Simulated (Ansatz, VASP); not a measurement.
**One calculation of TaN, two programs**

Contents of INCAR:

```
SYSTEM = TaN
PREC = Accurate
ENCUT = 520
EDIFF = 1E-6
ISMEAR = 0
SIGMA = 0.1
LREAL = .False.
LASPH = .True.
NELM = 60
ALGO = Normal
ISIF = 2
LWAVE = .False.
LCHARG = .True.
GGA = PS
LELF = .True.
LVHAR = .True.
NBANDS = 33
```

KPOINTS

```
Automatic mesh
0
Gamma
  8 8 10
  0 0 0
```

The input POSCAR:

```
TaN
1.0
    5.2715887434     -0.2073999702      0.0000000000
   -2.8154080146      4.8764386094      0.0000000000
    0.0000000000      0.0000000000      3.0293508400
Ta N
3 3
Direct
    0.0000000000      0.0084415186      0.0000000000
    0.3007728939      0.6795778811      0.5000000000
    0.6992271061      0.3788049872      0.5000000000
    0.5753971694      0.0057001676      0.0000000000
    0.4246028306      0.4303029982      0.0000000000
    0.0000000000      0.4971724473      0.0000000000
```

Input for Ansatz:

```yaml
crystal:
  lattice:
    - [5.2715887434, -0.2073999702, 0.0]
    - [-2.8154080146, 4.8764386094, 0.0]
    - [0.0, 0.0, 3.02935084]
  atoms:
    - { symbol: Ta, position: [0.0, 0.0084415186, 0.0] }
    - { symbol: Ta, position: [0.3007728939, 0.6795778811, 0.5] }
    - { symbol: Ta, position: [0.6992271061, 0.3788049872, 0.5] }
    - { symbol: "N", position: [0.5753971694, 0.0057001676, 0.0] }
    - { symbol: "N", position: [0.4246028306, 0.4303029982, 0.0] }
    - { symbol: "N", position: [0.0, 0.4971724473, 0.0] }
basis:
  ecutwfc: 420
kpoints:
  mp_grid: { grid: [8, 8, 10] }
hamiltonian:
  xc: pbesol
scf:
  occupations: { method: gaussian, width: 0.1 }
output:
  forces: true
  stress: true
  eigenvalues: true
```

Alike in both runs: task single point; functional PBEsol; k mesh 8 × 8 × 10; occupations gaussian, width 0.1 eV; no spin polarisation.

|  | VASP | Ansatz |
| --- | --- | --- |
| version | VASP 6.6.1 | Ansatz 0.2.0 |
| potentials or method | VASP PAW PBE potentials, release 64 (Ta_pv, N), cutoff 520 eV | scalar-relativistic, plane waves, PAW |
| valence electrons in the cell | 48 | 54 |

VASP gave:

| Property | Result |
| --- | --- |
| gap on the k mesh at the Fermi level (eV) | none |
| pressure (GPa) | -19.1 |
| traceless stress, the component that is largest in VASP (GPa) | 12.69 |
| rms of the force components (eV/Å) | 1.768 |

Problem. Which values does Ansatz return?

Solution. gap on the k mesh at the Fermi level (eV): none; pressure (GPa): -19.7; traceless stress, the component that is largest in VASP (GPa): 12.53; rms of the force components (eV/Å): 1.764.

VASP's potentials were made for PBE, not for PBEsol. Atom by atom the forces differ by 0.014 eV/Å (rms over components). A gap of «none» marks a metal or a gap that the smearing closes. With one functional, cell and mesh, what is left measures potentials, basis and numerics. VASP's potentials hold 48 valence electrons a cell and Ansatz's 54, so a difference there can come from the potentials and not from the codes. Ansatz's warnings: structure snapped to symmetry.

Spin-orbit coupling is off throughout.
